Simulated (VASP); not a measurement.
# Cr (Fddd) in VASP: single point with PBE

Aim: the single point of Cr with PBE.

Program: VASP 6.6.1. These are calculated values, not measurements. Logs are shortened: lines on timing, memory, paths and dates and some standing lists are left out, and cuts for length are marked.

**1. The cell of the first run**

It takes space group Fddd (No. 70, orthorhombic). Conventional cell: a = 2.389 Å, b = 4.898 Å, c = 8.047 Å, α = 90.00°, β = 90.00°, γ = 90.00°. Within 3.2 Å of Cr (site symmetry 222) lie 14 Cr at 2.39 to 2.96 Å.

**2. Single point, PBE (11.77 Å³/atom)**

File INCAR:

```
  ALGO = Normal
  EDIFF = 1E-6
  ENCUT = 520
  GGA = PE
  ISIF = 2
  ISMEAR = -1
  LASPH = T
  LCHARG = F
  LREAL = F
  LWAVE = F
  NBANDS = 19
  NELM = 60
  PREC = Accurate
  SIGMA = 0.1
```

File KPOINTS:

```
k-points
0
Gamma
  17 17 9
```

File POSCAR:

```
Cr
1.0
   -1.7318078585      1.7317912427      1.1947175408
    1.7317912427     -1.7318078585      1.1947175408
    2.8449902739      2.8449902739     -1.1947479727
Cr
2
Direct
    0.9999949424      0.0000050576      1.0000000000
    0.7500050576      0.2499949424      0.5000000000
```

Potentials or basis: VASP PAW PBE potentials, release 64 (Cr_pv).

Command:

```bash
$ cat potpaw_PBE.64/Cr_pv/POTCAR > POTCAR
$ mpirun -np 1 vasp_std > vasp.out
```

OUTCAR:

```text
EDIFF = 1E-6
   ENCUT = 520
   GGA = PE
   ISIF = 2
   ISMEAR = -1
   LASPH = T
   LREAL = F
   NELM = 60
   PREC = Accurate

 ion  position               nearest neighbor table
   1  1.000  0.000  0.000-   2 2.43   2 2.43   2 2.43   2 2.43   2 2.96   2 2.96   2 2.96   2 2.96

   2  0.750  0.250  0.500-   1 2.43   1 2.43   1 2.43   1 2.43   1 2.96   1 2.96   1 2.96   1 2.96

  Warning from LATTYP: Got some problem with cell dimensions!
  Tried to take original basis but could not verify dimensions!
  LATTYP: Found a base centered monoclinic cell.
 ALAT       =     2.3894350817
 B/A-ratio  =     2.0499694095
 C/A-ratio  =     1.7564930158
 COS(beta)  =    -0.2846414419

  Lattice vectors:

 A1 = (   1.7318078585,  -1.7317912427,  -1.1947175408)
 A2 = (  -1.7317912427,   1.7318078585,  -1.1947175408)
 A3 = (   2.8449736581,   2.8449736581,   1.1946871089)

Analysis of symmetry for initial positions (statically):
=====================================================================
 Subroutine PRICEL returns:
 Original cell was already a primitive cell.

 Routine SETGRP: Setting up the symmetry group for a
 base centered monoclinic supercell.

 Subroutine GETGRP returns: Found  4 space group operations
 (whereof  2 operations were pure point group operations)
 out of a pool of  4 trial point group operations.

The static configuration has the point symmetry C_2 .
 The point group associated with its full space group is C_2h.

Analysis of symmetry for dynamics (positions and initial velocities):
=====================================================================
 Subroutine PRICEL returns:
 Original cell was already a primitive cell.

 Routine SETGRP: Setting up the symmetry group for a
 base centered monoclinic supercell.

 Subroutine GETGRP returns: Found  4 space group operations
 (whereof  2 operations were pure point group operations)
 out of a pool of  4 trial point group operations.

The dynamic configuration has the point symmetry C_2 .
 The point group associated with its full space group is C_2h.

 Subroutine INISYM returns: Found  4 space group operations
 (whereof  2 operations are pure point group operations),
 and found     1 'primitive' translations

----------------------------------------------------------------------------------------

                                     Primitive cell

  volume of cell :      23.5452

  direct lattice vectors                    reciprocal lattice vectors
    -1.731807859  1.731791243  1.194717541    -0.056482251  0.232234766  0.418510186
     1.731791243 -1.731807859  1.194717541     0.232234766 -0.056482251  0.418510186
     2.844990274  2.844990274 -1.194747973     0.175748038  0.175748038  0.000002444

  length of vectors
     2.724997132  2.724997132  4.197065884     0.481948137  0.481948137  0.248545260

  position of ions in fractional coordinates (direct lattice)
     0.999994942  0.000005058  0.000000000
     0.750005058  0.249994942  0.500000000

  ion indices of the primitive-cell ions
   primitive index   ion index
                 1           1
                 2           2

----------------------------------------------------------------------------------------

 KPOINTS: k-points

Automatic generation of k-mesh.
 Grid dimensions read from file:
 generate k-points for:   17   17    9

 Generating k-lattice:

  Cartesian coordinates                     Fractional coordinates (reciprocal lattice)
    -0.003322485  0.013660869  0.024618246     0.058823529 -0.000000000  0.000000000
     0.013660869 -0.003322485  0.024618246    -0.000000000  0.058823529  0.000000000
     0.019527560  0.019527560  0.000000272     0.000000000  0.000000000  0.111111111

  Length of vectors
     0.028349890  0.028349890  0.027616140

  Shift w.r.t. Gamma in fractional coordinates (k-lattice)
     0.000000000  0.000000000  0.000000000

 Subroutine IBZKPT returns following result:
 ===========================================

 Found    693 irreducible k-points:

 Following reciprocal coordinates:
            Coordinates               Weight
  0.000000  0.000000  0.000000      1.000000
  0.058824 -0.000000  0.000000      4.000000
  0.117647 -0.000000 -0.000000      4.000000
  0.176471 -0.000000  0.000000      4.000000
  0.235294 -0.000000 -0.000000      4.000000
  0.294118 -0.000000 -0.000000      4.000000
[... 16 lines left out ...]
 -0.176471  0.058824 -0.000000      4.000000
 -0.117647  0.058824  0.000000      4.000000
 [... further k-points ...]
   k-points           NKPTS =    693   k-points in BZ     NKDIM =    693   number of bands    NBANDS=     19
   number of dos      NEDOS =    301   number of ions     NIONS =      2
   total plane-waves  NPLWV =  12800
   dimension x,y,z NGX =    20 NGY =   20 NGZ =   32
   dimension x,y,z NGXF=    40 NGYF=   40 NGZF=   64
   ions per type =               2
   NGX,Y,Z   is equivalent  to a cutoff of  12.20, 12.20, 12.68 a.u.
   NGXF,Y,Z  is equivalent  to a cutoff of  24.40, 24.40, 25.35 a.u.
 SYSTEM =  unknown system
   PREC   = accura    normal or accurate (medium, high low for compatibility)
   ISTART =      0    job   : 0-new  1-cont  2-samecut
   ICHARG =      2    charge: 1-file 2-atom 10-const
   ISPIN  =      1    spin polarized calculation?
   LNONCOLLINEAR =      F non collinear calculations
   LSORBIT =      F    spin-orbit coupling
   LASPH  =      T    aspherical Exc in radial PAW
   ENCUT  =  520.0 eV  38.22 Ry    6.18 a.u.   5.07  5.07  7.80*2*pi/ulx,y,z
   NELM   =     60;   NELMIN=  2; NELMDL= -5     # of ELM steps
   EDIFF  = 0.1E-05   stopping-criterion for ELM
   LREAL  =      F    real-space projection
   EDIFFG = 0.1E-04   stopping-criterion for IOM
   NSW    =      0    number of steps for IOM
   IBRION =     -1    ionic relax: 0-MD 1-quasi-New 2-CG
   NFREE  =      0    steps in history (QN), initial steepest desc. (CG)
   ISIF   =      2    stress and relaxation
   ISYM   =      2    0-nonsym 1-usesym 2-fastsym
   POTIM  = 0.5000    time-step for ionic-motion
   TEBEG  =    0.0;   TEEND  =   0.0 temperature during run
   PSTRESS=    0.0 pullay stress
   NELECT =      24.0000    total number of electrons
   NUPDOWN=      -1.0000    fix difference up-down
   EMIN   =  10.00;   EMAX   =-10.00  energy-range for DOS
   EFERMI =   0.00;   METHOD = LEGACY
   ISMEAR =    -1;   SIGMA  =   0.10  broadening in eV -4-tet -1-fermi 0-gaus
   EFERMI_NEDOS =   21; number of points for ismear=-14 and -15
   IALGO  =     38    algorithm
   IMIX   =      4    mixing-type and parameters
     AMIX     =   0.40;   BMIX     =  1.00
     AMIX_MAG =   1.60;   BMIX_MAG =  1.00
  volume/ion in A,a.u.               =      11.77        79.45
  Fermi-wavevector in a.u.,A,eV,Ry     =   1.647572  3.113460 36.932935  2.714494
  Thomas-Fermi vector in A             =   2.737008
   LORBIT       =      0    0 simple, 1 ext, 2 COOP (PROOUT), +10 PAW based schemes
   GGA     = PE    functional components
   LHFCALC =     F    Hartree Fock is set to
   AEXX    =    0.0000 exact exchange contribution
   IVDW    =     0    specifies the selected vdW correction
   LEPSILON=     F    determine dielectric tensor
   LRPA    =     F    only Hartree local field effects (RPA)
 non-spin polarized calculation
  energy-cutoff  :      520.00
  volume of cell :       23.55
 maximum number of plane-waves:       653
   NGX = 11   NGY = 11   NGZ = 15

 number of electron      24.0000003 magnetization

 Free energy of the ion-electron system (eV)
  ---------------------------------------------------
  ext. energy  EPLUGINS =         0.00000000
  ---------------------------------------------------
  free energy    TOTEN  =       -18.67378072 eV

  energy without entropy =      -18.61416760  energy(sigma->0) =      -18.64397416

 E-fermi :  10.5615     XC(G=0): -13.5423

 val. band max:       10.5603453802   @ k =   0.4706   0.1176  -0.0000
 cond. band min:      10.5649190347   @ k =  -0.4706   0.0588   0.3333
 fundamental gap:      0.0045736545
 Fermi energy:        10.5615096644

 k-point     1 :       0.0000    0.0000    0.0000
  band No.  band energies     occupation
      1     -32.8742      2.00000
      2     -32.3035      2.00000
      3     -32.0468      2.00000
      4     -31.9470      2.00000
      5     -31.9422      2.00000
      6     -31.8736      2.00000
[... 11 lines left out ...]
     18      13.1978      0.00000
     19      17.9212      0.00000

 k-point     2 :       0.0588   -0.0000    0.0000
  band No.  band energies     occupation
      1     -32.8632      2.00000
      2     -32.3061      2.00000
      3     -32.0528      2.00000
      4     -31.9752      2.00000
      5     -31.9724      2.00000
      6     -31.8755      2.00000
[... 11 lines left out ...]
     18      13.4890      0.00000
     19      17.9204      0.00000

 k-point     3 :       0.1176   -0.0000   -0.0000
  band No.  band energies     occupation
      1     -32.8317      2.00000
      2     -32.3138      2.00000
      3     -32.0884      2.00000
      4     -32.0556      2.00000
      5     -32.0378      2.00000
      6     -31.8822      2.00000
[... 11 lines left out ...]
     18      14.4676      0.00000
     19      17.9195      0.00000

 k-point     4 :       0.1765   -0.0000    0.0000
  band No.  band energies     occupation
      1     -32.7847      2.00000
      2     -32.3298      2.00000
      3     -32.2046      2.00000
      4     -32.1733      2.00000
      5     -32.0698      2.00000
      6     -31.8936      2.00000
[... 407 lines left out ...]
     18      16.1728      0.00000
     19      17.9224      0.00000

 k-point    23 :      -0.1765    0.0588   -0.0000
  band No.  band energies     occupation
      1     -32.8065      2.00000
      2     -32.3427      2.00000
      3     -32.1356      2.00000
      4     -32.0647      2.00000
      5     -32.0401      2.00000
      6     -31.8940      2.00000
[... 11 lines left out ...]
     18      15.2536      0.00000
     19      17.9210      0.00000

 k-point    24 :      -0.1176    0.0588    0.0000
  band No.  band energies     occupation
      1     -32.8449      2.00000
      2     -32.3275      2.00000
      3     -32.0858      2.00000
      4     -31.9873      2.00000
      5     -31.9732      2.00000
      6     -31.8803      2.00000
[... 11 lines left out ...]
     18      14.3576      0.00000
     19      17.9197      0.00000

 [... further k-points ...]

------------------------ aborting loop because EDIFF is reached ----------------------------------------

  FORCE on cell =-STRESS in cart. coord.  units (eV):
  Direction    XX          YY          ZZ          XY          YZ          ZX
  --------------------------------------------------------------------------------------
  -------------------------------------------------------------------------------------
  Total       -0.0722928     -0.0722928     -0.0558333     -0.0103215      0.0003732      0.0003733
  in kB       -4.9193001     -4.9193001     -3.7992792     -0.7023427      0.0253978      0.0254000
  external PRESSURE =      -4.5459598 kB  Pullay stress =       0.0000000 kB

 VOLUME and BASIS-vectors are now :
 -----------------------------------------------------------------------------
  energy-cutoff  :      520.00
  volume of cell :       23.55
      direct lattice vectors                 reciprocal lattice vectors
    -1.731807859  1.731791243  1.194717541    -0.056482251  0.232234766  0.418510186
     1.731791243 -1.731807859  1.194717541     0.232234766 -0.056482251  0.418510186
     2.844990274  2.844990274 -1.194747973     0.175748038  0.175748038  0.000002444

 POSITION                                       TOTAL-FORCE (eV/Angst)
 -----------------------------------------------------------------------------------
     -1.73179      1.73177      1.19472         0.000203     -0.000203     -0.000000
      0.55657      2.28840      0.59734        -0.000203      0.000203      0.000000
 -----------------------------------------------------------------------------------
    total drift:                                0.000000      0.000000     -0.000000

  FREE ENERGIE OF THE ION-ELECTRON SYSTEM (eV)
  ---------------------------------------------------
  free  energy   TOTEN  =       -18.6737807211 eV

  energy  without entropy=      -18.6141676012  energy(sigma->0) =      -18.64397416
```

Wall time 10 min (1 thread of AMD EPYC, shared host); peak memory 0.31 GiB.

Results:

```yaml
Free_energy: -18.6738 eV
Pressure: -0.5 GPa
Band_gap_on_the_k_mesh: zero (bands 12 and 13 overlap by 0.78 eV)
```

Levels at points of the mesh, in eV from the Fermi level:
| k point | band 10 | band 11 | band 12 | band 13 | band 14 | band 15 |
| --- | --- | --- | --- | --- | --- | --- |
| (0.00, 0.00, 0.00) | -1.51 | -0.74 | 0.43 | 0.74 | 0.75 | 1.41 |

Caveat: the run has no spin polarisation, though such a crystal can be magnetic.
